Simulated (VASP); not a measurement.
# Ti3I (P4/mmm) in VASP: further runs

Ti3I is run at these levels: PBE; tasks: single point.

All numbers are computed with VASP 6.6.1; they aren't measurements. Logs are shortened: lines on timing, memory, paths and dates and some standing lists are left out, and cuts for length are marked.

## Step 1: The cell of the first run

The structure is tetragonal, space group P4/mmm (No. 123). The conventional cell has a = 4.374 Å, b = 4.374 Å, c = 3.748 Å, α = 90.00°, β = 90.00°, γ = 90.00°. Ti (site symmetry mmm) has 10 Ti at 2.88 to 3.75 Å and 4 I at 2.88 Å within 3.8 Å. Within 3.8 Å of Ti (site symmetry 4/mmm) lie 10 Ti at 2.88 to 3.75 Å and 4 I at 3.09 Å. I (site symmetry 4/mmm) has 12 Ti at 2.88 to 3.09 Å and 2 I at 3.75 Å within 3.8 Å.

## Step 2: Single point, PBE

Contents of INCAR:

```
SYSTEM = Ti3I
  PREC = Accurate
  ENCUT = 520
  EDIFF = 1E-6
  ISMEAR = 0
  SIGMA = 0.1
  LREAL = .FALSE.
  LASPH = .TRUE.
  NELM = 100
  ALGO = Normal
  ISIF = 2
  LWAVE = .FALSE.
  LCHARG = .FALSE.
  GGA = PE
  NBANDS = 30
```

Contents of KPOINTS:

```
Automatic mesh
0
G
  4 4 4
  0 0 0
```

Contents of POSCAR:

```
Ti3I
1.0
    4.3740680435      0.0000000000      0.0000000000
    0.0000000000      4.3740680435      0.0000000000
    0.0000000000      0.0000000000      3.7480895562
Ti I
3 1
Direct
    0.0000000000      0.5000000000      0.5000000000
    0.5000000000      0.0000000000      0.5000000000
    0.5000000000      0.5000000000      0.0000000000
    0.0000000000      0.0000000000      0.0000000000
```

Potentials or basis: VASP PAW PBE potentials, release 64 (Ti_sv, I).

Command:

```console
$ cat potpaw_PBE.64/Ti_sv/POTCAR potpaw_PBE.64/I/POTCAR > POTCAR
$ mpirun -np 1 vasp_std > vasp.out
```

OUTCAR:

```text
SYSTEM = Ti3I
   PREC = Accurate
   ENCUT = 520
   EDIFF = 1E-6
   ISMEAR = 0
   LREAL = .FALSE.
   LASPH = .TRUE.
   NELM = 100
   ISIF = 2
   GGA = PE

 ion  position               nearest neighbor table
   1  0.000  0.500  0.500-   3 2.88   4 2.88   3 2.88   4 2.88   4 2.88   4 2.88   3 2.88   3 2.88

   2  0.500  0.000  0.500-   3 2.88   4 2.88   3 2.88   4 2.88   3 2.88   3 2.88   4 2.88   4 2.88

   3  0.500  0.500  0.000-   1 2.88   2 2.88   1 2.88   2 2.88   2 2.88   2 2.88   1 2.88   1 2.88
                             4 3.09   4 3.09   4 3.09   4 3.09
   4  0.000  0.000  0.000-   1 2.88   2 2.88   1 2.88   2 2.88   1 2.88   1 2.88   2 2.88   2 2.88
                             3 3.09   3 3.09   3 3.09   3 3.09

  LATTYP: Found a simple tetragonal cell.
 ALAT       =     4.3740680435
 C/A-ratio  =     0.8568887175

  Lattice vectors:

 A1 = (   4.3740680435,   0.0000000000,   0.0000000000)
 A2 = (   0.0000000000,   4.3740680435,   0.0000000000)
 A3 = (   0.0000000000,   0.0000000000,   3.7480895562)

Analysis of symmetry for initial positions (statically):
=====================================================================
 Subroutine PRICEL returns:
 Original cell was already a primitive cell.

 Routine SETGRP: Setting up the symmetry group for a
 simple tetragonal supercell.

 Subroutine GETGRP returns: Found 16 space group operations
 (whereof 16 operations were pure point group operations)
 out of a pool of 16 trial point group operations.

The static configuration has the point symmetry D_4h.

Analysis of symmetry for dynamics (positions and initial velocities):
=====================================================================
 Subroutine PRICEL returns:
 Original cell was already a primitive cell.

 Routine SETGRP: Setting up the symmetry group for a
 simple tetragonal supercell.

 Subroutine GETGRP returns: Found 16 space group operations
 (whereof 16 operations were pure point group operations)
 out of a pool of 16 trial point group operations.

The dynamic configuration has the point symmetry D_4h.

 Subroutine INISYM returns: Found 16 space group operations
 (whereof 16 operations are pure point group operations),
 and found     1 'primitive' translations

----------------------------------------------------------------------------------------

                                     Primitive cell

  volume of cell :      71.7102

  direct lattice vectors                    reciprocal lattice vectors
     4.374068044  0.000000000  0.000000000     0.228620129  0.000000000  0.000000000
     0.000000000  4.374068044  0.000000000     0.000000000  0.228620129  0.000000000
     0.000000000  0.000000000  3.748089556     0.000000000  0.000000000  0.266802590

  length of vectors
     4.374068044  4.374068044  3.748089556     0.228620129  0.228620129  0.266802590

  position of ions in fractional coordinates (direct lattice)
     0.000000000  0.500000000  0.500000000
     0.500000000  0.000000000  0.500000000
     0.500000000  0.500000000  0.000000000
     0.000000000  0.000000000  0.000000000

  ion indices of the primitive-cell ions
   primitive index   ion index
                 1           1
                 2           2
                 3           3
                 4           4

----------------------------------------------------------------------------------------

 KPOINTS: Automatic mesh

Automatic generation of k-mesh.
 Grid dimensions read from file:
 generate k-points for:    4    4    4

 Generating k-lattice:

  Cartesian coordinates                     Fractional coordinates (reciprocal lattice)
     0.057155032  0.000000000  0.000000000     0.250000000  0.000000000  0.000000000
     0.000000000  0.057155032  0.000000000     0.000000000  0.250000000  0.000000000
     0.000000000  0.000000000  0.066700647     0.000000000  0.000000000  0.250000000

  Length of vectors
     0.057155032  0.057155032  0.066700647

  Shift w.r.t. Gamma in fractional coordinates (k-lattice)
     0.000000000  0.000000000  0.000000000

 Subroutine IBZKPT returns following result:
 ===========================================

 Found     18 irreducible k-points:

 Following reciprocal coordinates:
            Coordinates               Weight
  0.000000  0.000000  0.000000      1.000000
  0.250000  0.000000  0.000000      4.000000
  0.500000  0.000000  0.000000      2.000000
  0.250000  0.250000  0.000000      4.000000
  0.500000  0.250000  0.000000      4.000000
  0.500000  0.500000  0.000000      1.000000
[... 10 lines left out ...]
  0.500000  0.250000  0.500000      4.000000
  0.500000  0.500000  0.500000      1.000000
   k-points           NKPTS =     18   k-points in BZ     NKDIM =     18   number of bands    NBANDS=     30
   number of dos      NEDOS =    301   number of ions     NIONS =      4
   total plane-waves  NPLWV =  36288
   dimension x,y,z NGX =    36 NGY =   36 NGZ =   28
   dimension x,y,z NGXF=    72 NGYF=   72 NGZF=   56
   ions per type =               3   1
   NGX,Y,Z   is equivalent  to a cutoff of  13.68, 13.68, 12.42 a.u.
   NGXF,Y,Z  is equivalent  to a cutoff of  27.37, 27.37, 24.84 a.u.
 SYSTEM =  Ti3I
   PREC   = accura    normal or accurate (medium, high low for compatibility)
   ISTART =      0    job   : 0-new  1-cont  2-samecut
   ICHARG =      2    charge: 1-file 2-atom 10-const
   ISPIN  =      1    spin polarized calculation?
   LNONCOLLINEAR =      F non collinear calculations
   LSORBIT =      F    spin-orbit coupling
   LASPH  =      T    aspherical Exc in radial PAW
   ENCUT  =  520.0 eV  38.22 Ry    6.18 a.u.   8.13  8.13  6.97*2*pi/ulx,y,z
   NELM   =    100;   NELMIN=  2; NELMDL= -5     # of ELM steps
   EDIFF  = 0.1E-05   stopping-criterion for ELM
   LREAL  =      F    real-space projection
   EDIFFG = 0.1E-04   stopping-criterion for IOM
   NSW    =      0    number of steps for IOM
   IBRION =     -1    ionic relax: 0-MD 1-quasi-New 2-CG
   NFREE  =      0    steps in history (QN), initial steepest desc. (CG)
   ISIF   =      2    stress and relaxation
   ISYM   =      2    0-nonsym 1-usesym 2-fastsym
   POTIM  = 0.5000    time-step for ionic-motion
   TEBEG  =    0.0;   TEEND  =   0.0 temperature during run
   PSTRESS=    0.0 pullay stress
   NELECT =      43.0000    total number of electrons
   NUPDOWN=      -1.0000    fix difference up-down
   EMIN   =  10.00;   EMAX   =-10.00  energy-range for DOS
   EFERMI =   0.00;   METHOD = LEGACY
   ISMEAR =     0;   SIGMA  =   0.10  broadening in eV -4-tet -1-fermi 0-gaus
   EFERMI_NEDOS =   21; number of points for ismear=-14 and -15
   IALGO  =     38    algorithm
   IMIX   =      4    mixing-type and parameters
     AMIX     =   0.40;   BMIX     =  1.00
     AMIX_MAG =   1.60;   BMIX_MAG =  1.00
  volume/ion in A,a.u.               =      17.93       120.98
  Fermi-wavevector in a.u.,A,eV,Ry     =   1.380503  2.608772 25.929821  1.905788
  Thomas-Fermi vector in A             =   2.505374
   LORBIT       =      0    0 simple, 1 ext, 2 COOP (PROOUT), +10 PAW based schemes
   GGA     = PE    functional components
   LHFCALC =     F    Hartree Fock is set to
   AEXX    =    0.0000 exact exchange contribution
   IVDW    =     0    specifies the selected vdW correction
   LEPSILON=     F    determine dielectric tensor
   LRPA    =     F    only Hartree local field effects (RPA)
 non-spin polarized calculation
 Gauss-broadening in eV      SIGMA  =   0.10
  energy-cutoff  :      520.00
  volume of cell :       71.71
 maximum number of plane-waves:      1968
 NGX is ok and might be reduce to    36
   NGX = 17   NGY = 17   NGZ = 13

 number of electron      43.0000013 magnetization

 Free energy of the ion-electron system (eV)
  ---------------------------------------------------
  ext. energy  EPLUGINS =         0.00000000
  ---------------------------------------------------
  free energy    TOTEN  =       -24.23705227 eV

  energy without entropy =      -24.22063007  energy(sigma->0) =      -24.22884117

 E-fermi :  10.4017     XC(G=0): -11.5951

 val. band max:       10.3975922226   @ k =   0.5000   0.0000   0.2500
 cond. band min:      10.4196103284   @ k =   0.5000   0.5000   0.0000
 fundamental gap:      0.0220181058
 Fermi energy:        10.4016520823

 k-point     1 :       0.0000    0.0000    0.0000
  band No.  band energies     occupation
      1     -46.3058      2.00000
      2     -46.2454      2.00000
      3     -46.0740      2.00000
      4     -22.7932      2.00000
      5     -22.7932      2.00000
      6     -22.7056      2.00000
[... 22 lines left out ...]
     29      13.4899      0.00000
     30      13.5417      0.00000

 k-point     2 :       0.2500    0.0000    0.0000
  band No.  band energies     occupation
      1     -46.2954      2.00000
      2     -46.2517      2.00000
      3     -46.0782      2.00000
      4     -22.7742      2.00000
      5     -22.7703      2.00000
      6     -22.6802      2.00000
[... 22 lines left out ...]
     29      12.7769      0.00000
     30      13.2269      0.00000

 k-point     3 :       0.5000    0.0000    0.0000
  band No.  band energies     occupation
      1     -46.2770      2.00000
      2     -46.2658      2.00000
      3     -46.0824      2.00000
      4     -22.7579      2.00000
      5     -22.7398      2.00000
      6     -22.6442      2.00000
[... 22 lines left out ...]
     29      12.7857      0.00000
     30      12.9155      0.00000

 k-point     4 :       0.2500    0.2500    0.0000
  band No.  band energies     occupation
      1     -46.2867      2.00000
      2     -46.2555      2.00000
      3     -46.0830      2.00000
      4     -22.8215      2.00000
      5     -22.6999      2.00000
      6     -22.6561      2.00000
[... 418 lines left out ...]
     29      12.7897      0.00000
     30      12.9578      0.00000

 k-point    17 :       0.5000    0.2500    0.5000
  band No.  band energies     occupation
      1     -46.2638      2.00000
      2     -46.2638      2.00000
      3     -46.0924      2.00000
      4     -22.8256      2.00000
      5     -22.7760      2.00000
      6     -22.7174      2.00000
[... 22 lines left out ...]
     29      12.6478      0.00000
     30      13.1778      0.00000

 k-point    18 :       0.5000    0.5000    0.5000
  band No.  band energies     occupation
      1     -46.2637      2.00000
      2     -46.2637      2.00000
      3     -46.0923      2.00000
      4     -22.8628      2.00000
      5     -22.7742      2.00000
      6     -22.7742      2.00000
[... 22 lines left out ...]
     29      12.7601      0.00000
     30      13.4661      0.00000

------------------------ aborting loop because EDIFF is reached ----------------------------------------

  FORCE on cell =-STRESS in cart. coord.  units (eV):
  Direction    XX          YY          ZZ          XY          YZ          ZX
  --------------------------------------------------------------------------------------
  -------------------------------------------------------------------------------------
  Total       -0.0684779     -0.0684779     -0.0042354      0.0000000     -0.0000000      0.0000000
  in kB       -1.5299587     -1.5299587     -0.0946300      0.0000000     -0.0000000      0.0000000
  external PRESSURE =      -1.0515158 kB  Pullay stress =       0.0000000 kB

 VOLUME and BASIS-vectors are now :
 -----------------------------------------------------------------------------
  energy-cutoff  :      520.00
  volume of cell :       71.71
      direct lattice vectors                 reciprocal lattice vectors
     4.374068044  0.000000000  0.000000000     0.228620129  0.000000000  0.000000000
     0.000000000  4.374068044  0.000000000     0.000000000  0.228620129  0.000000000
     0.000000000  0.000000000  3.748089556     0.000000000  0.000000000  0.266802590

 POSITION                                       TOTAL-FORCE (eV/Angst)
 -----------------------------------------------------------------------------------
      0.00000      2.18703      1.87404         0.000000      0.000000      0.000000
      2.18703      0.00000      1.87404         0.000000      0.000000      0.000000
      2.18703      2.18703      0.00000         0.000000      0.000000      0.000000
      0.00000      0.00000      0.00000         0.000000      0.000000      0.000000
 -----------------------------------------------------------------------------------
    total drift:                                0.000000      0.000000      0.000000

  FREE ENERGIE OF THE ION-ELECTRON SYSTEM (eV)
  ---------------------------------------------------
  free  energy   TOTEN  =       -24.2370522725 eV

  energy  without entropy=      -24.2206300735  energy(sigma->0) =      -24.22884117
```

Run time: 46 s. Hardware: 1 thread of Oxide Virtual Turin-like, shared host; peak memory 0.16 GiB.

Results:

```yaml
Free_energy: -24.2371 eV
Pressure: -0.1 GPa
```

Levels at points of the mesh, in eV from the Fermi level:
```csv
k point,band 20,band 21,band 22,band 23,band 24,band 25
"(0.00, 0.00, 0.00)",-1.80,-1.16,-1.16,0.51,1.05,1.05
"(0.50, 0.00, 0.00)",-0.43,-0.41,0.28,0.58,0.64,1.22
"(0.50, 0.50, 0.00)",0.02,0.63,0.77,0.77,0.83,0.83
"(0.00, 0.00, 0.50)",-0.14,-0.10,-0.10,0.41,0.88,0.88
"(0.50, 0.00, 0.50)",-0.62,-0.14,-0.07,0.46,0.96,1.60
"(0.50, 0.50, 0.50)",-0.11,0.31,0.31,0.51,0.71,0.97
```

Caveat: the k points lie up to 0.42 Å⁻¹ apart; spin-orbit coupling is left out, which moves the levels of the heavy elements; an odd number of electrons without spin polarisation forces a metal; a magnetic or distorted state may lie lower.

[end of part 1 of 2]
